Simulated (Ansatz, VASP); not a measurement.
## MgO in VASP and in Ansatz

INCAR

```
ALGO     = Normal         # electronic algorithm
EDIFF    = 1E-7           # SCF threshold, eV
ENCUT    = 520            # plane-wave cutoff, eV
GGA      = PE             # functional
ISIF     = 2              # what is computed and relaxed
ISMEAR   = -1             # smearing method
LASPH    = True           # aspherical terms in the spheres
LCHARG   = False          # write CHGCAR
LREAL    = False          # projectors in reciprocal space
LWAVE    = False          # write WAVECAR
NBANDS   = 11             # bands
NELM     = 100            # most SCF steps
PREC     = Accurate       # precision mode
SIGMA    = 0.06           # smearing width, eV
```

File KPOINTS:

```
k-points
0
Gamma
  7 7 7
```

Contents of POSCAR:

```
MgO
1.0
    0.0000000000      2.0970013927      2.0970013927
    2.0970013927      0.0000000000      2.0970013927
    2.0970013927      2.0970013927      0.0000000000
Mg O
1 1
Direct
    0.0000000000      0.0000000000      0.0000000000
    0.5000000000      0.5000000000      0.5000000000
```

Contents of input.yaml:

```yaml
crystal:
  lattice:
    - [0.0, 2.0970013927, 2.0970013927]
    - [2.0970013927, 0.0, 2.0970013927]
    - [2.0970013927, 2.0970013927, 0.0]
  atoms:
    - { symbol: Mg, position: [0.0, 0.0, 0.0] }
    - { symbol: O, position: [0.5, 0.5, 0.5] }
kpoints:
  mp_grid: { grid: [7, 7, 7] }
scf:
  occupations: { method: fermi_dirac, width: 0.06 }
hamiltonian:
  xc: pbe
  pseudopotentials: { kind: all_electron, lapw: { basis_error: 0.004 } }
output:
  forces: true
  stress: true
  eigenvalues: true
```

Alike in both runs: task single point; functional PBE; k mesh 7 × 7 × 7; occupations fermi-dirac, width 0.06 eV; no spin polarisation.

```csv
,VASP,Ansatz
version,VASP 6.6.1,Ansatz 0.2.0
potentials or method,"VASP PAW PBE potentials, release 64 (Mg, O), cutoff 520 eV","all-electron LAPW, scalar-relativistic"
```

VASP gave:

* gap on the k mesh at the Fermi level (eV): 4.85
* least direct gap on the mesh (eV): 4.85
* pressure (GPa): 6.2

Question: Estimate Ansatz's values.

Answer: gap on the k mesh at the Fermi level (eV): 4.86; least direct gap on the mesh (eV): 4.86; pressure (GPa): 7.0.

Ansatz ran all-electron here, and VASP with PAW potentials.
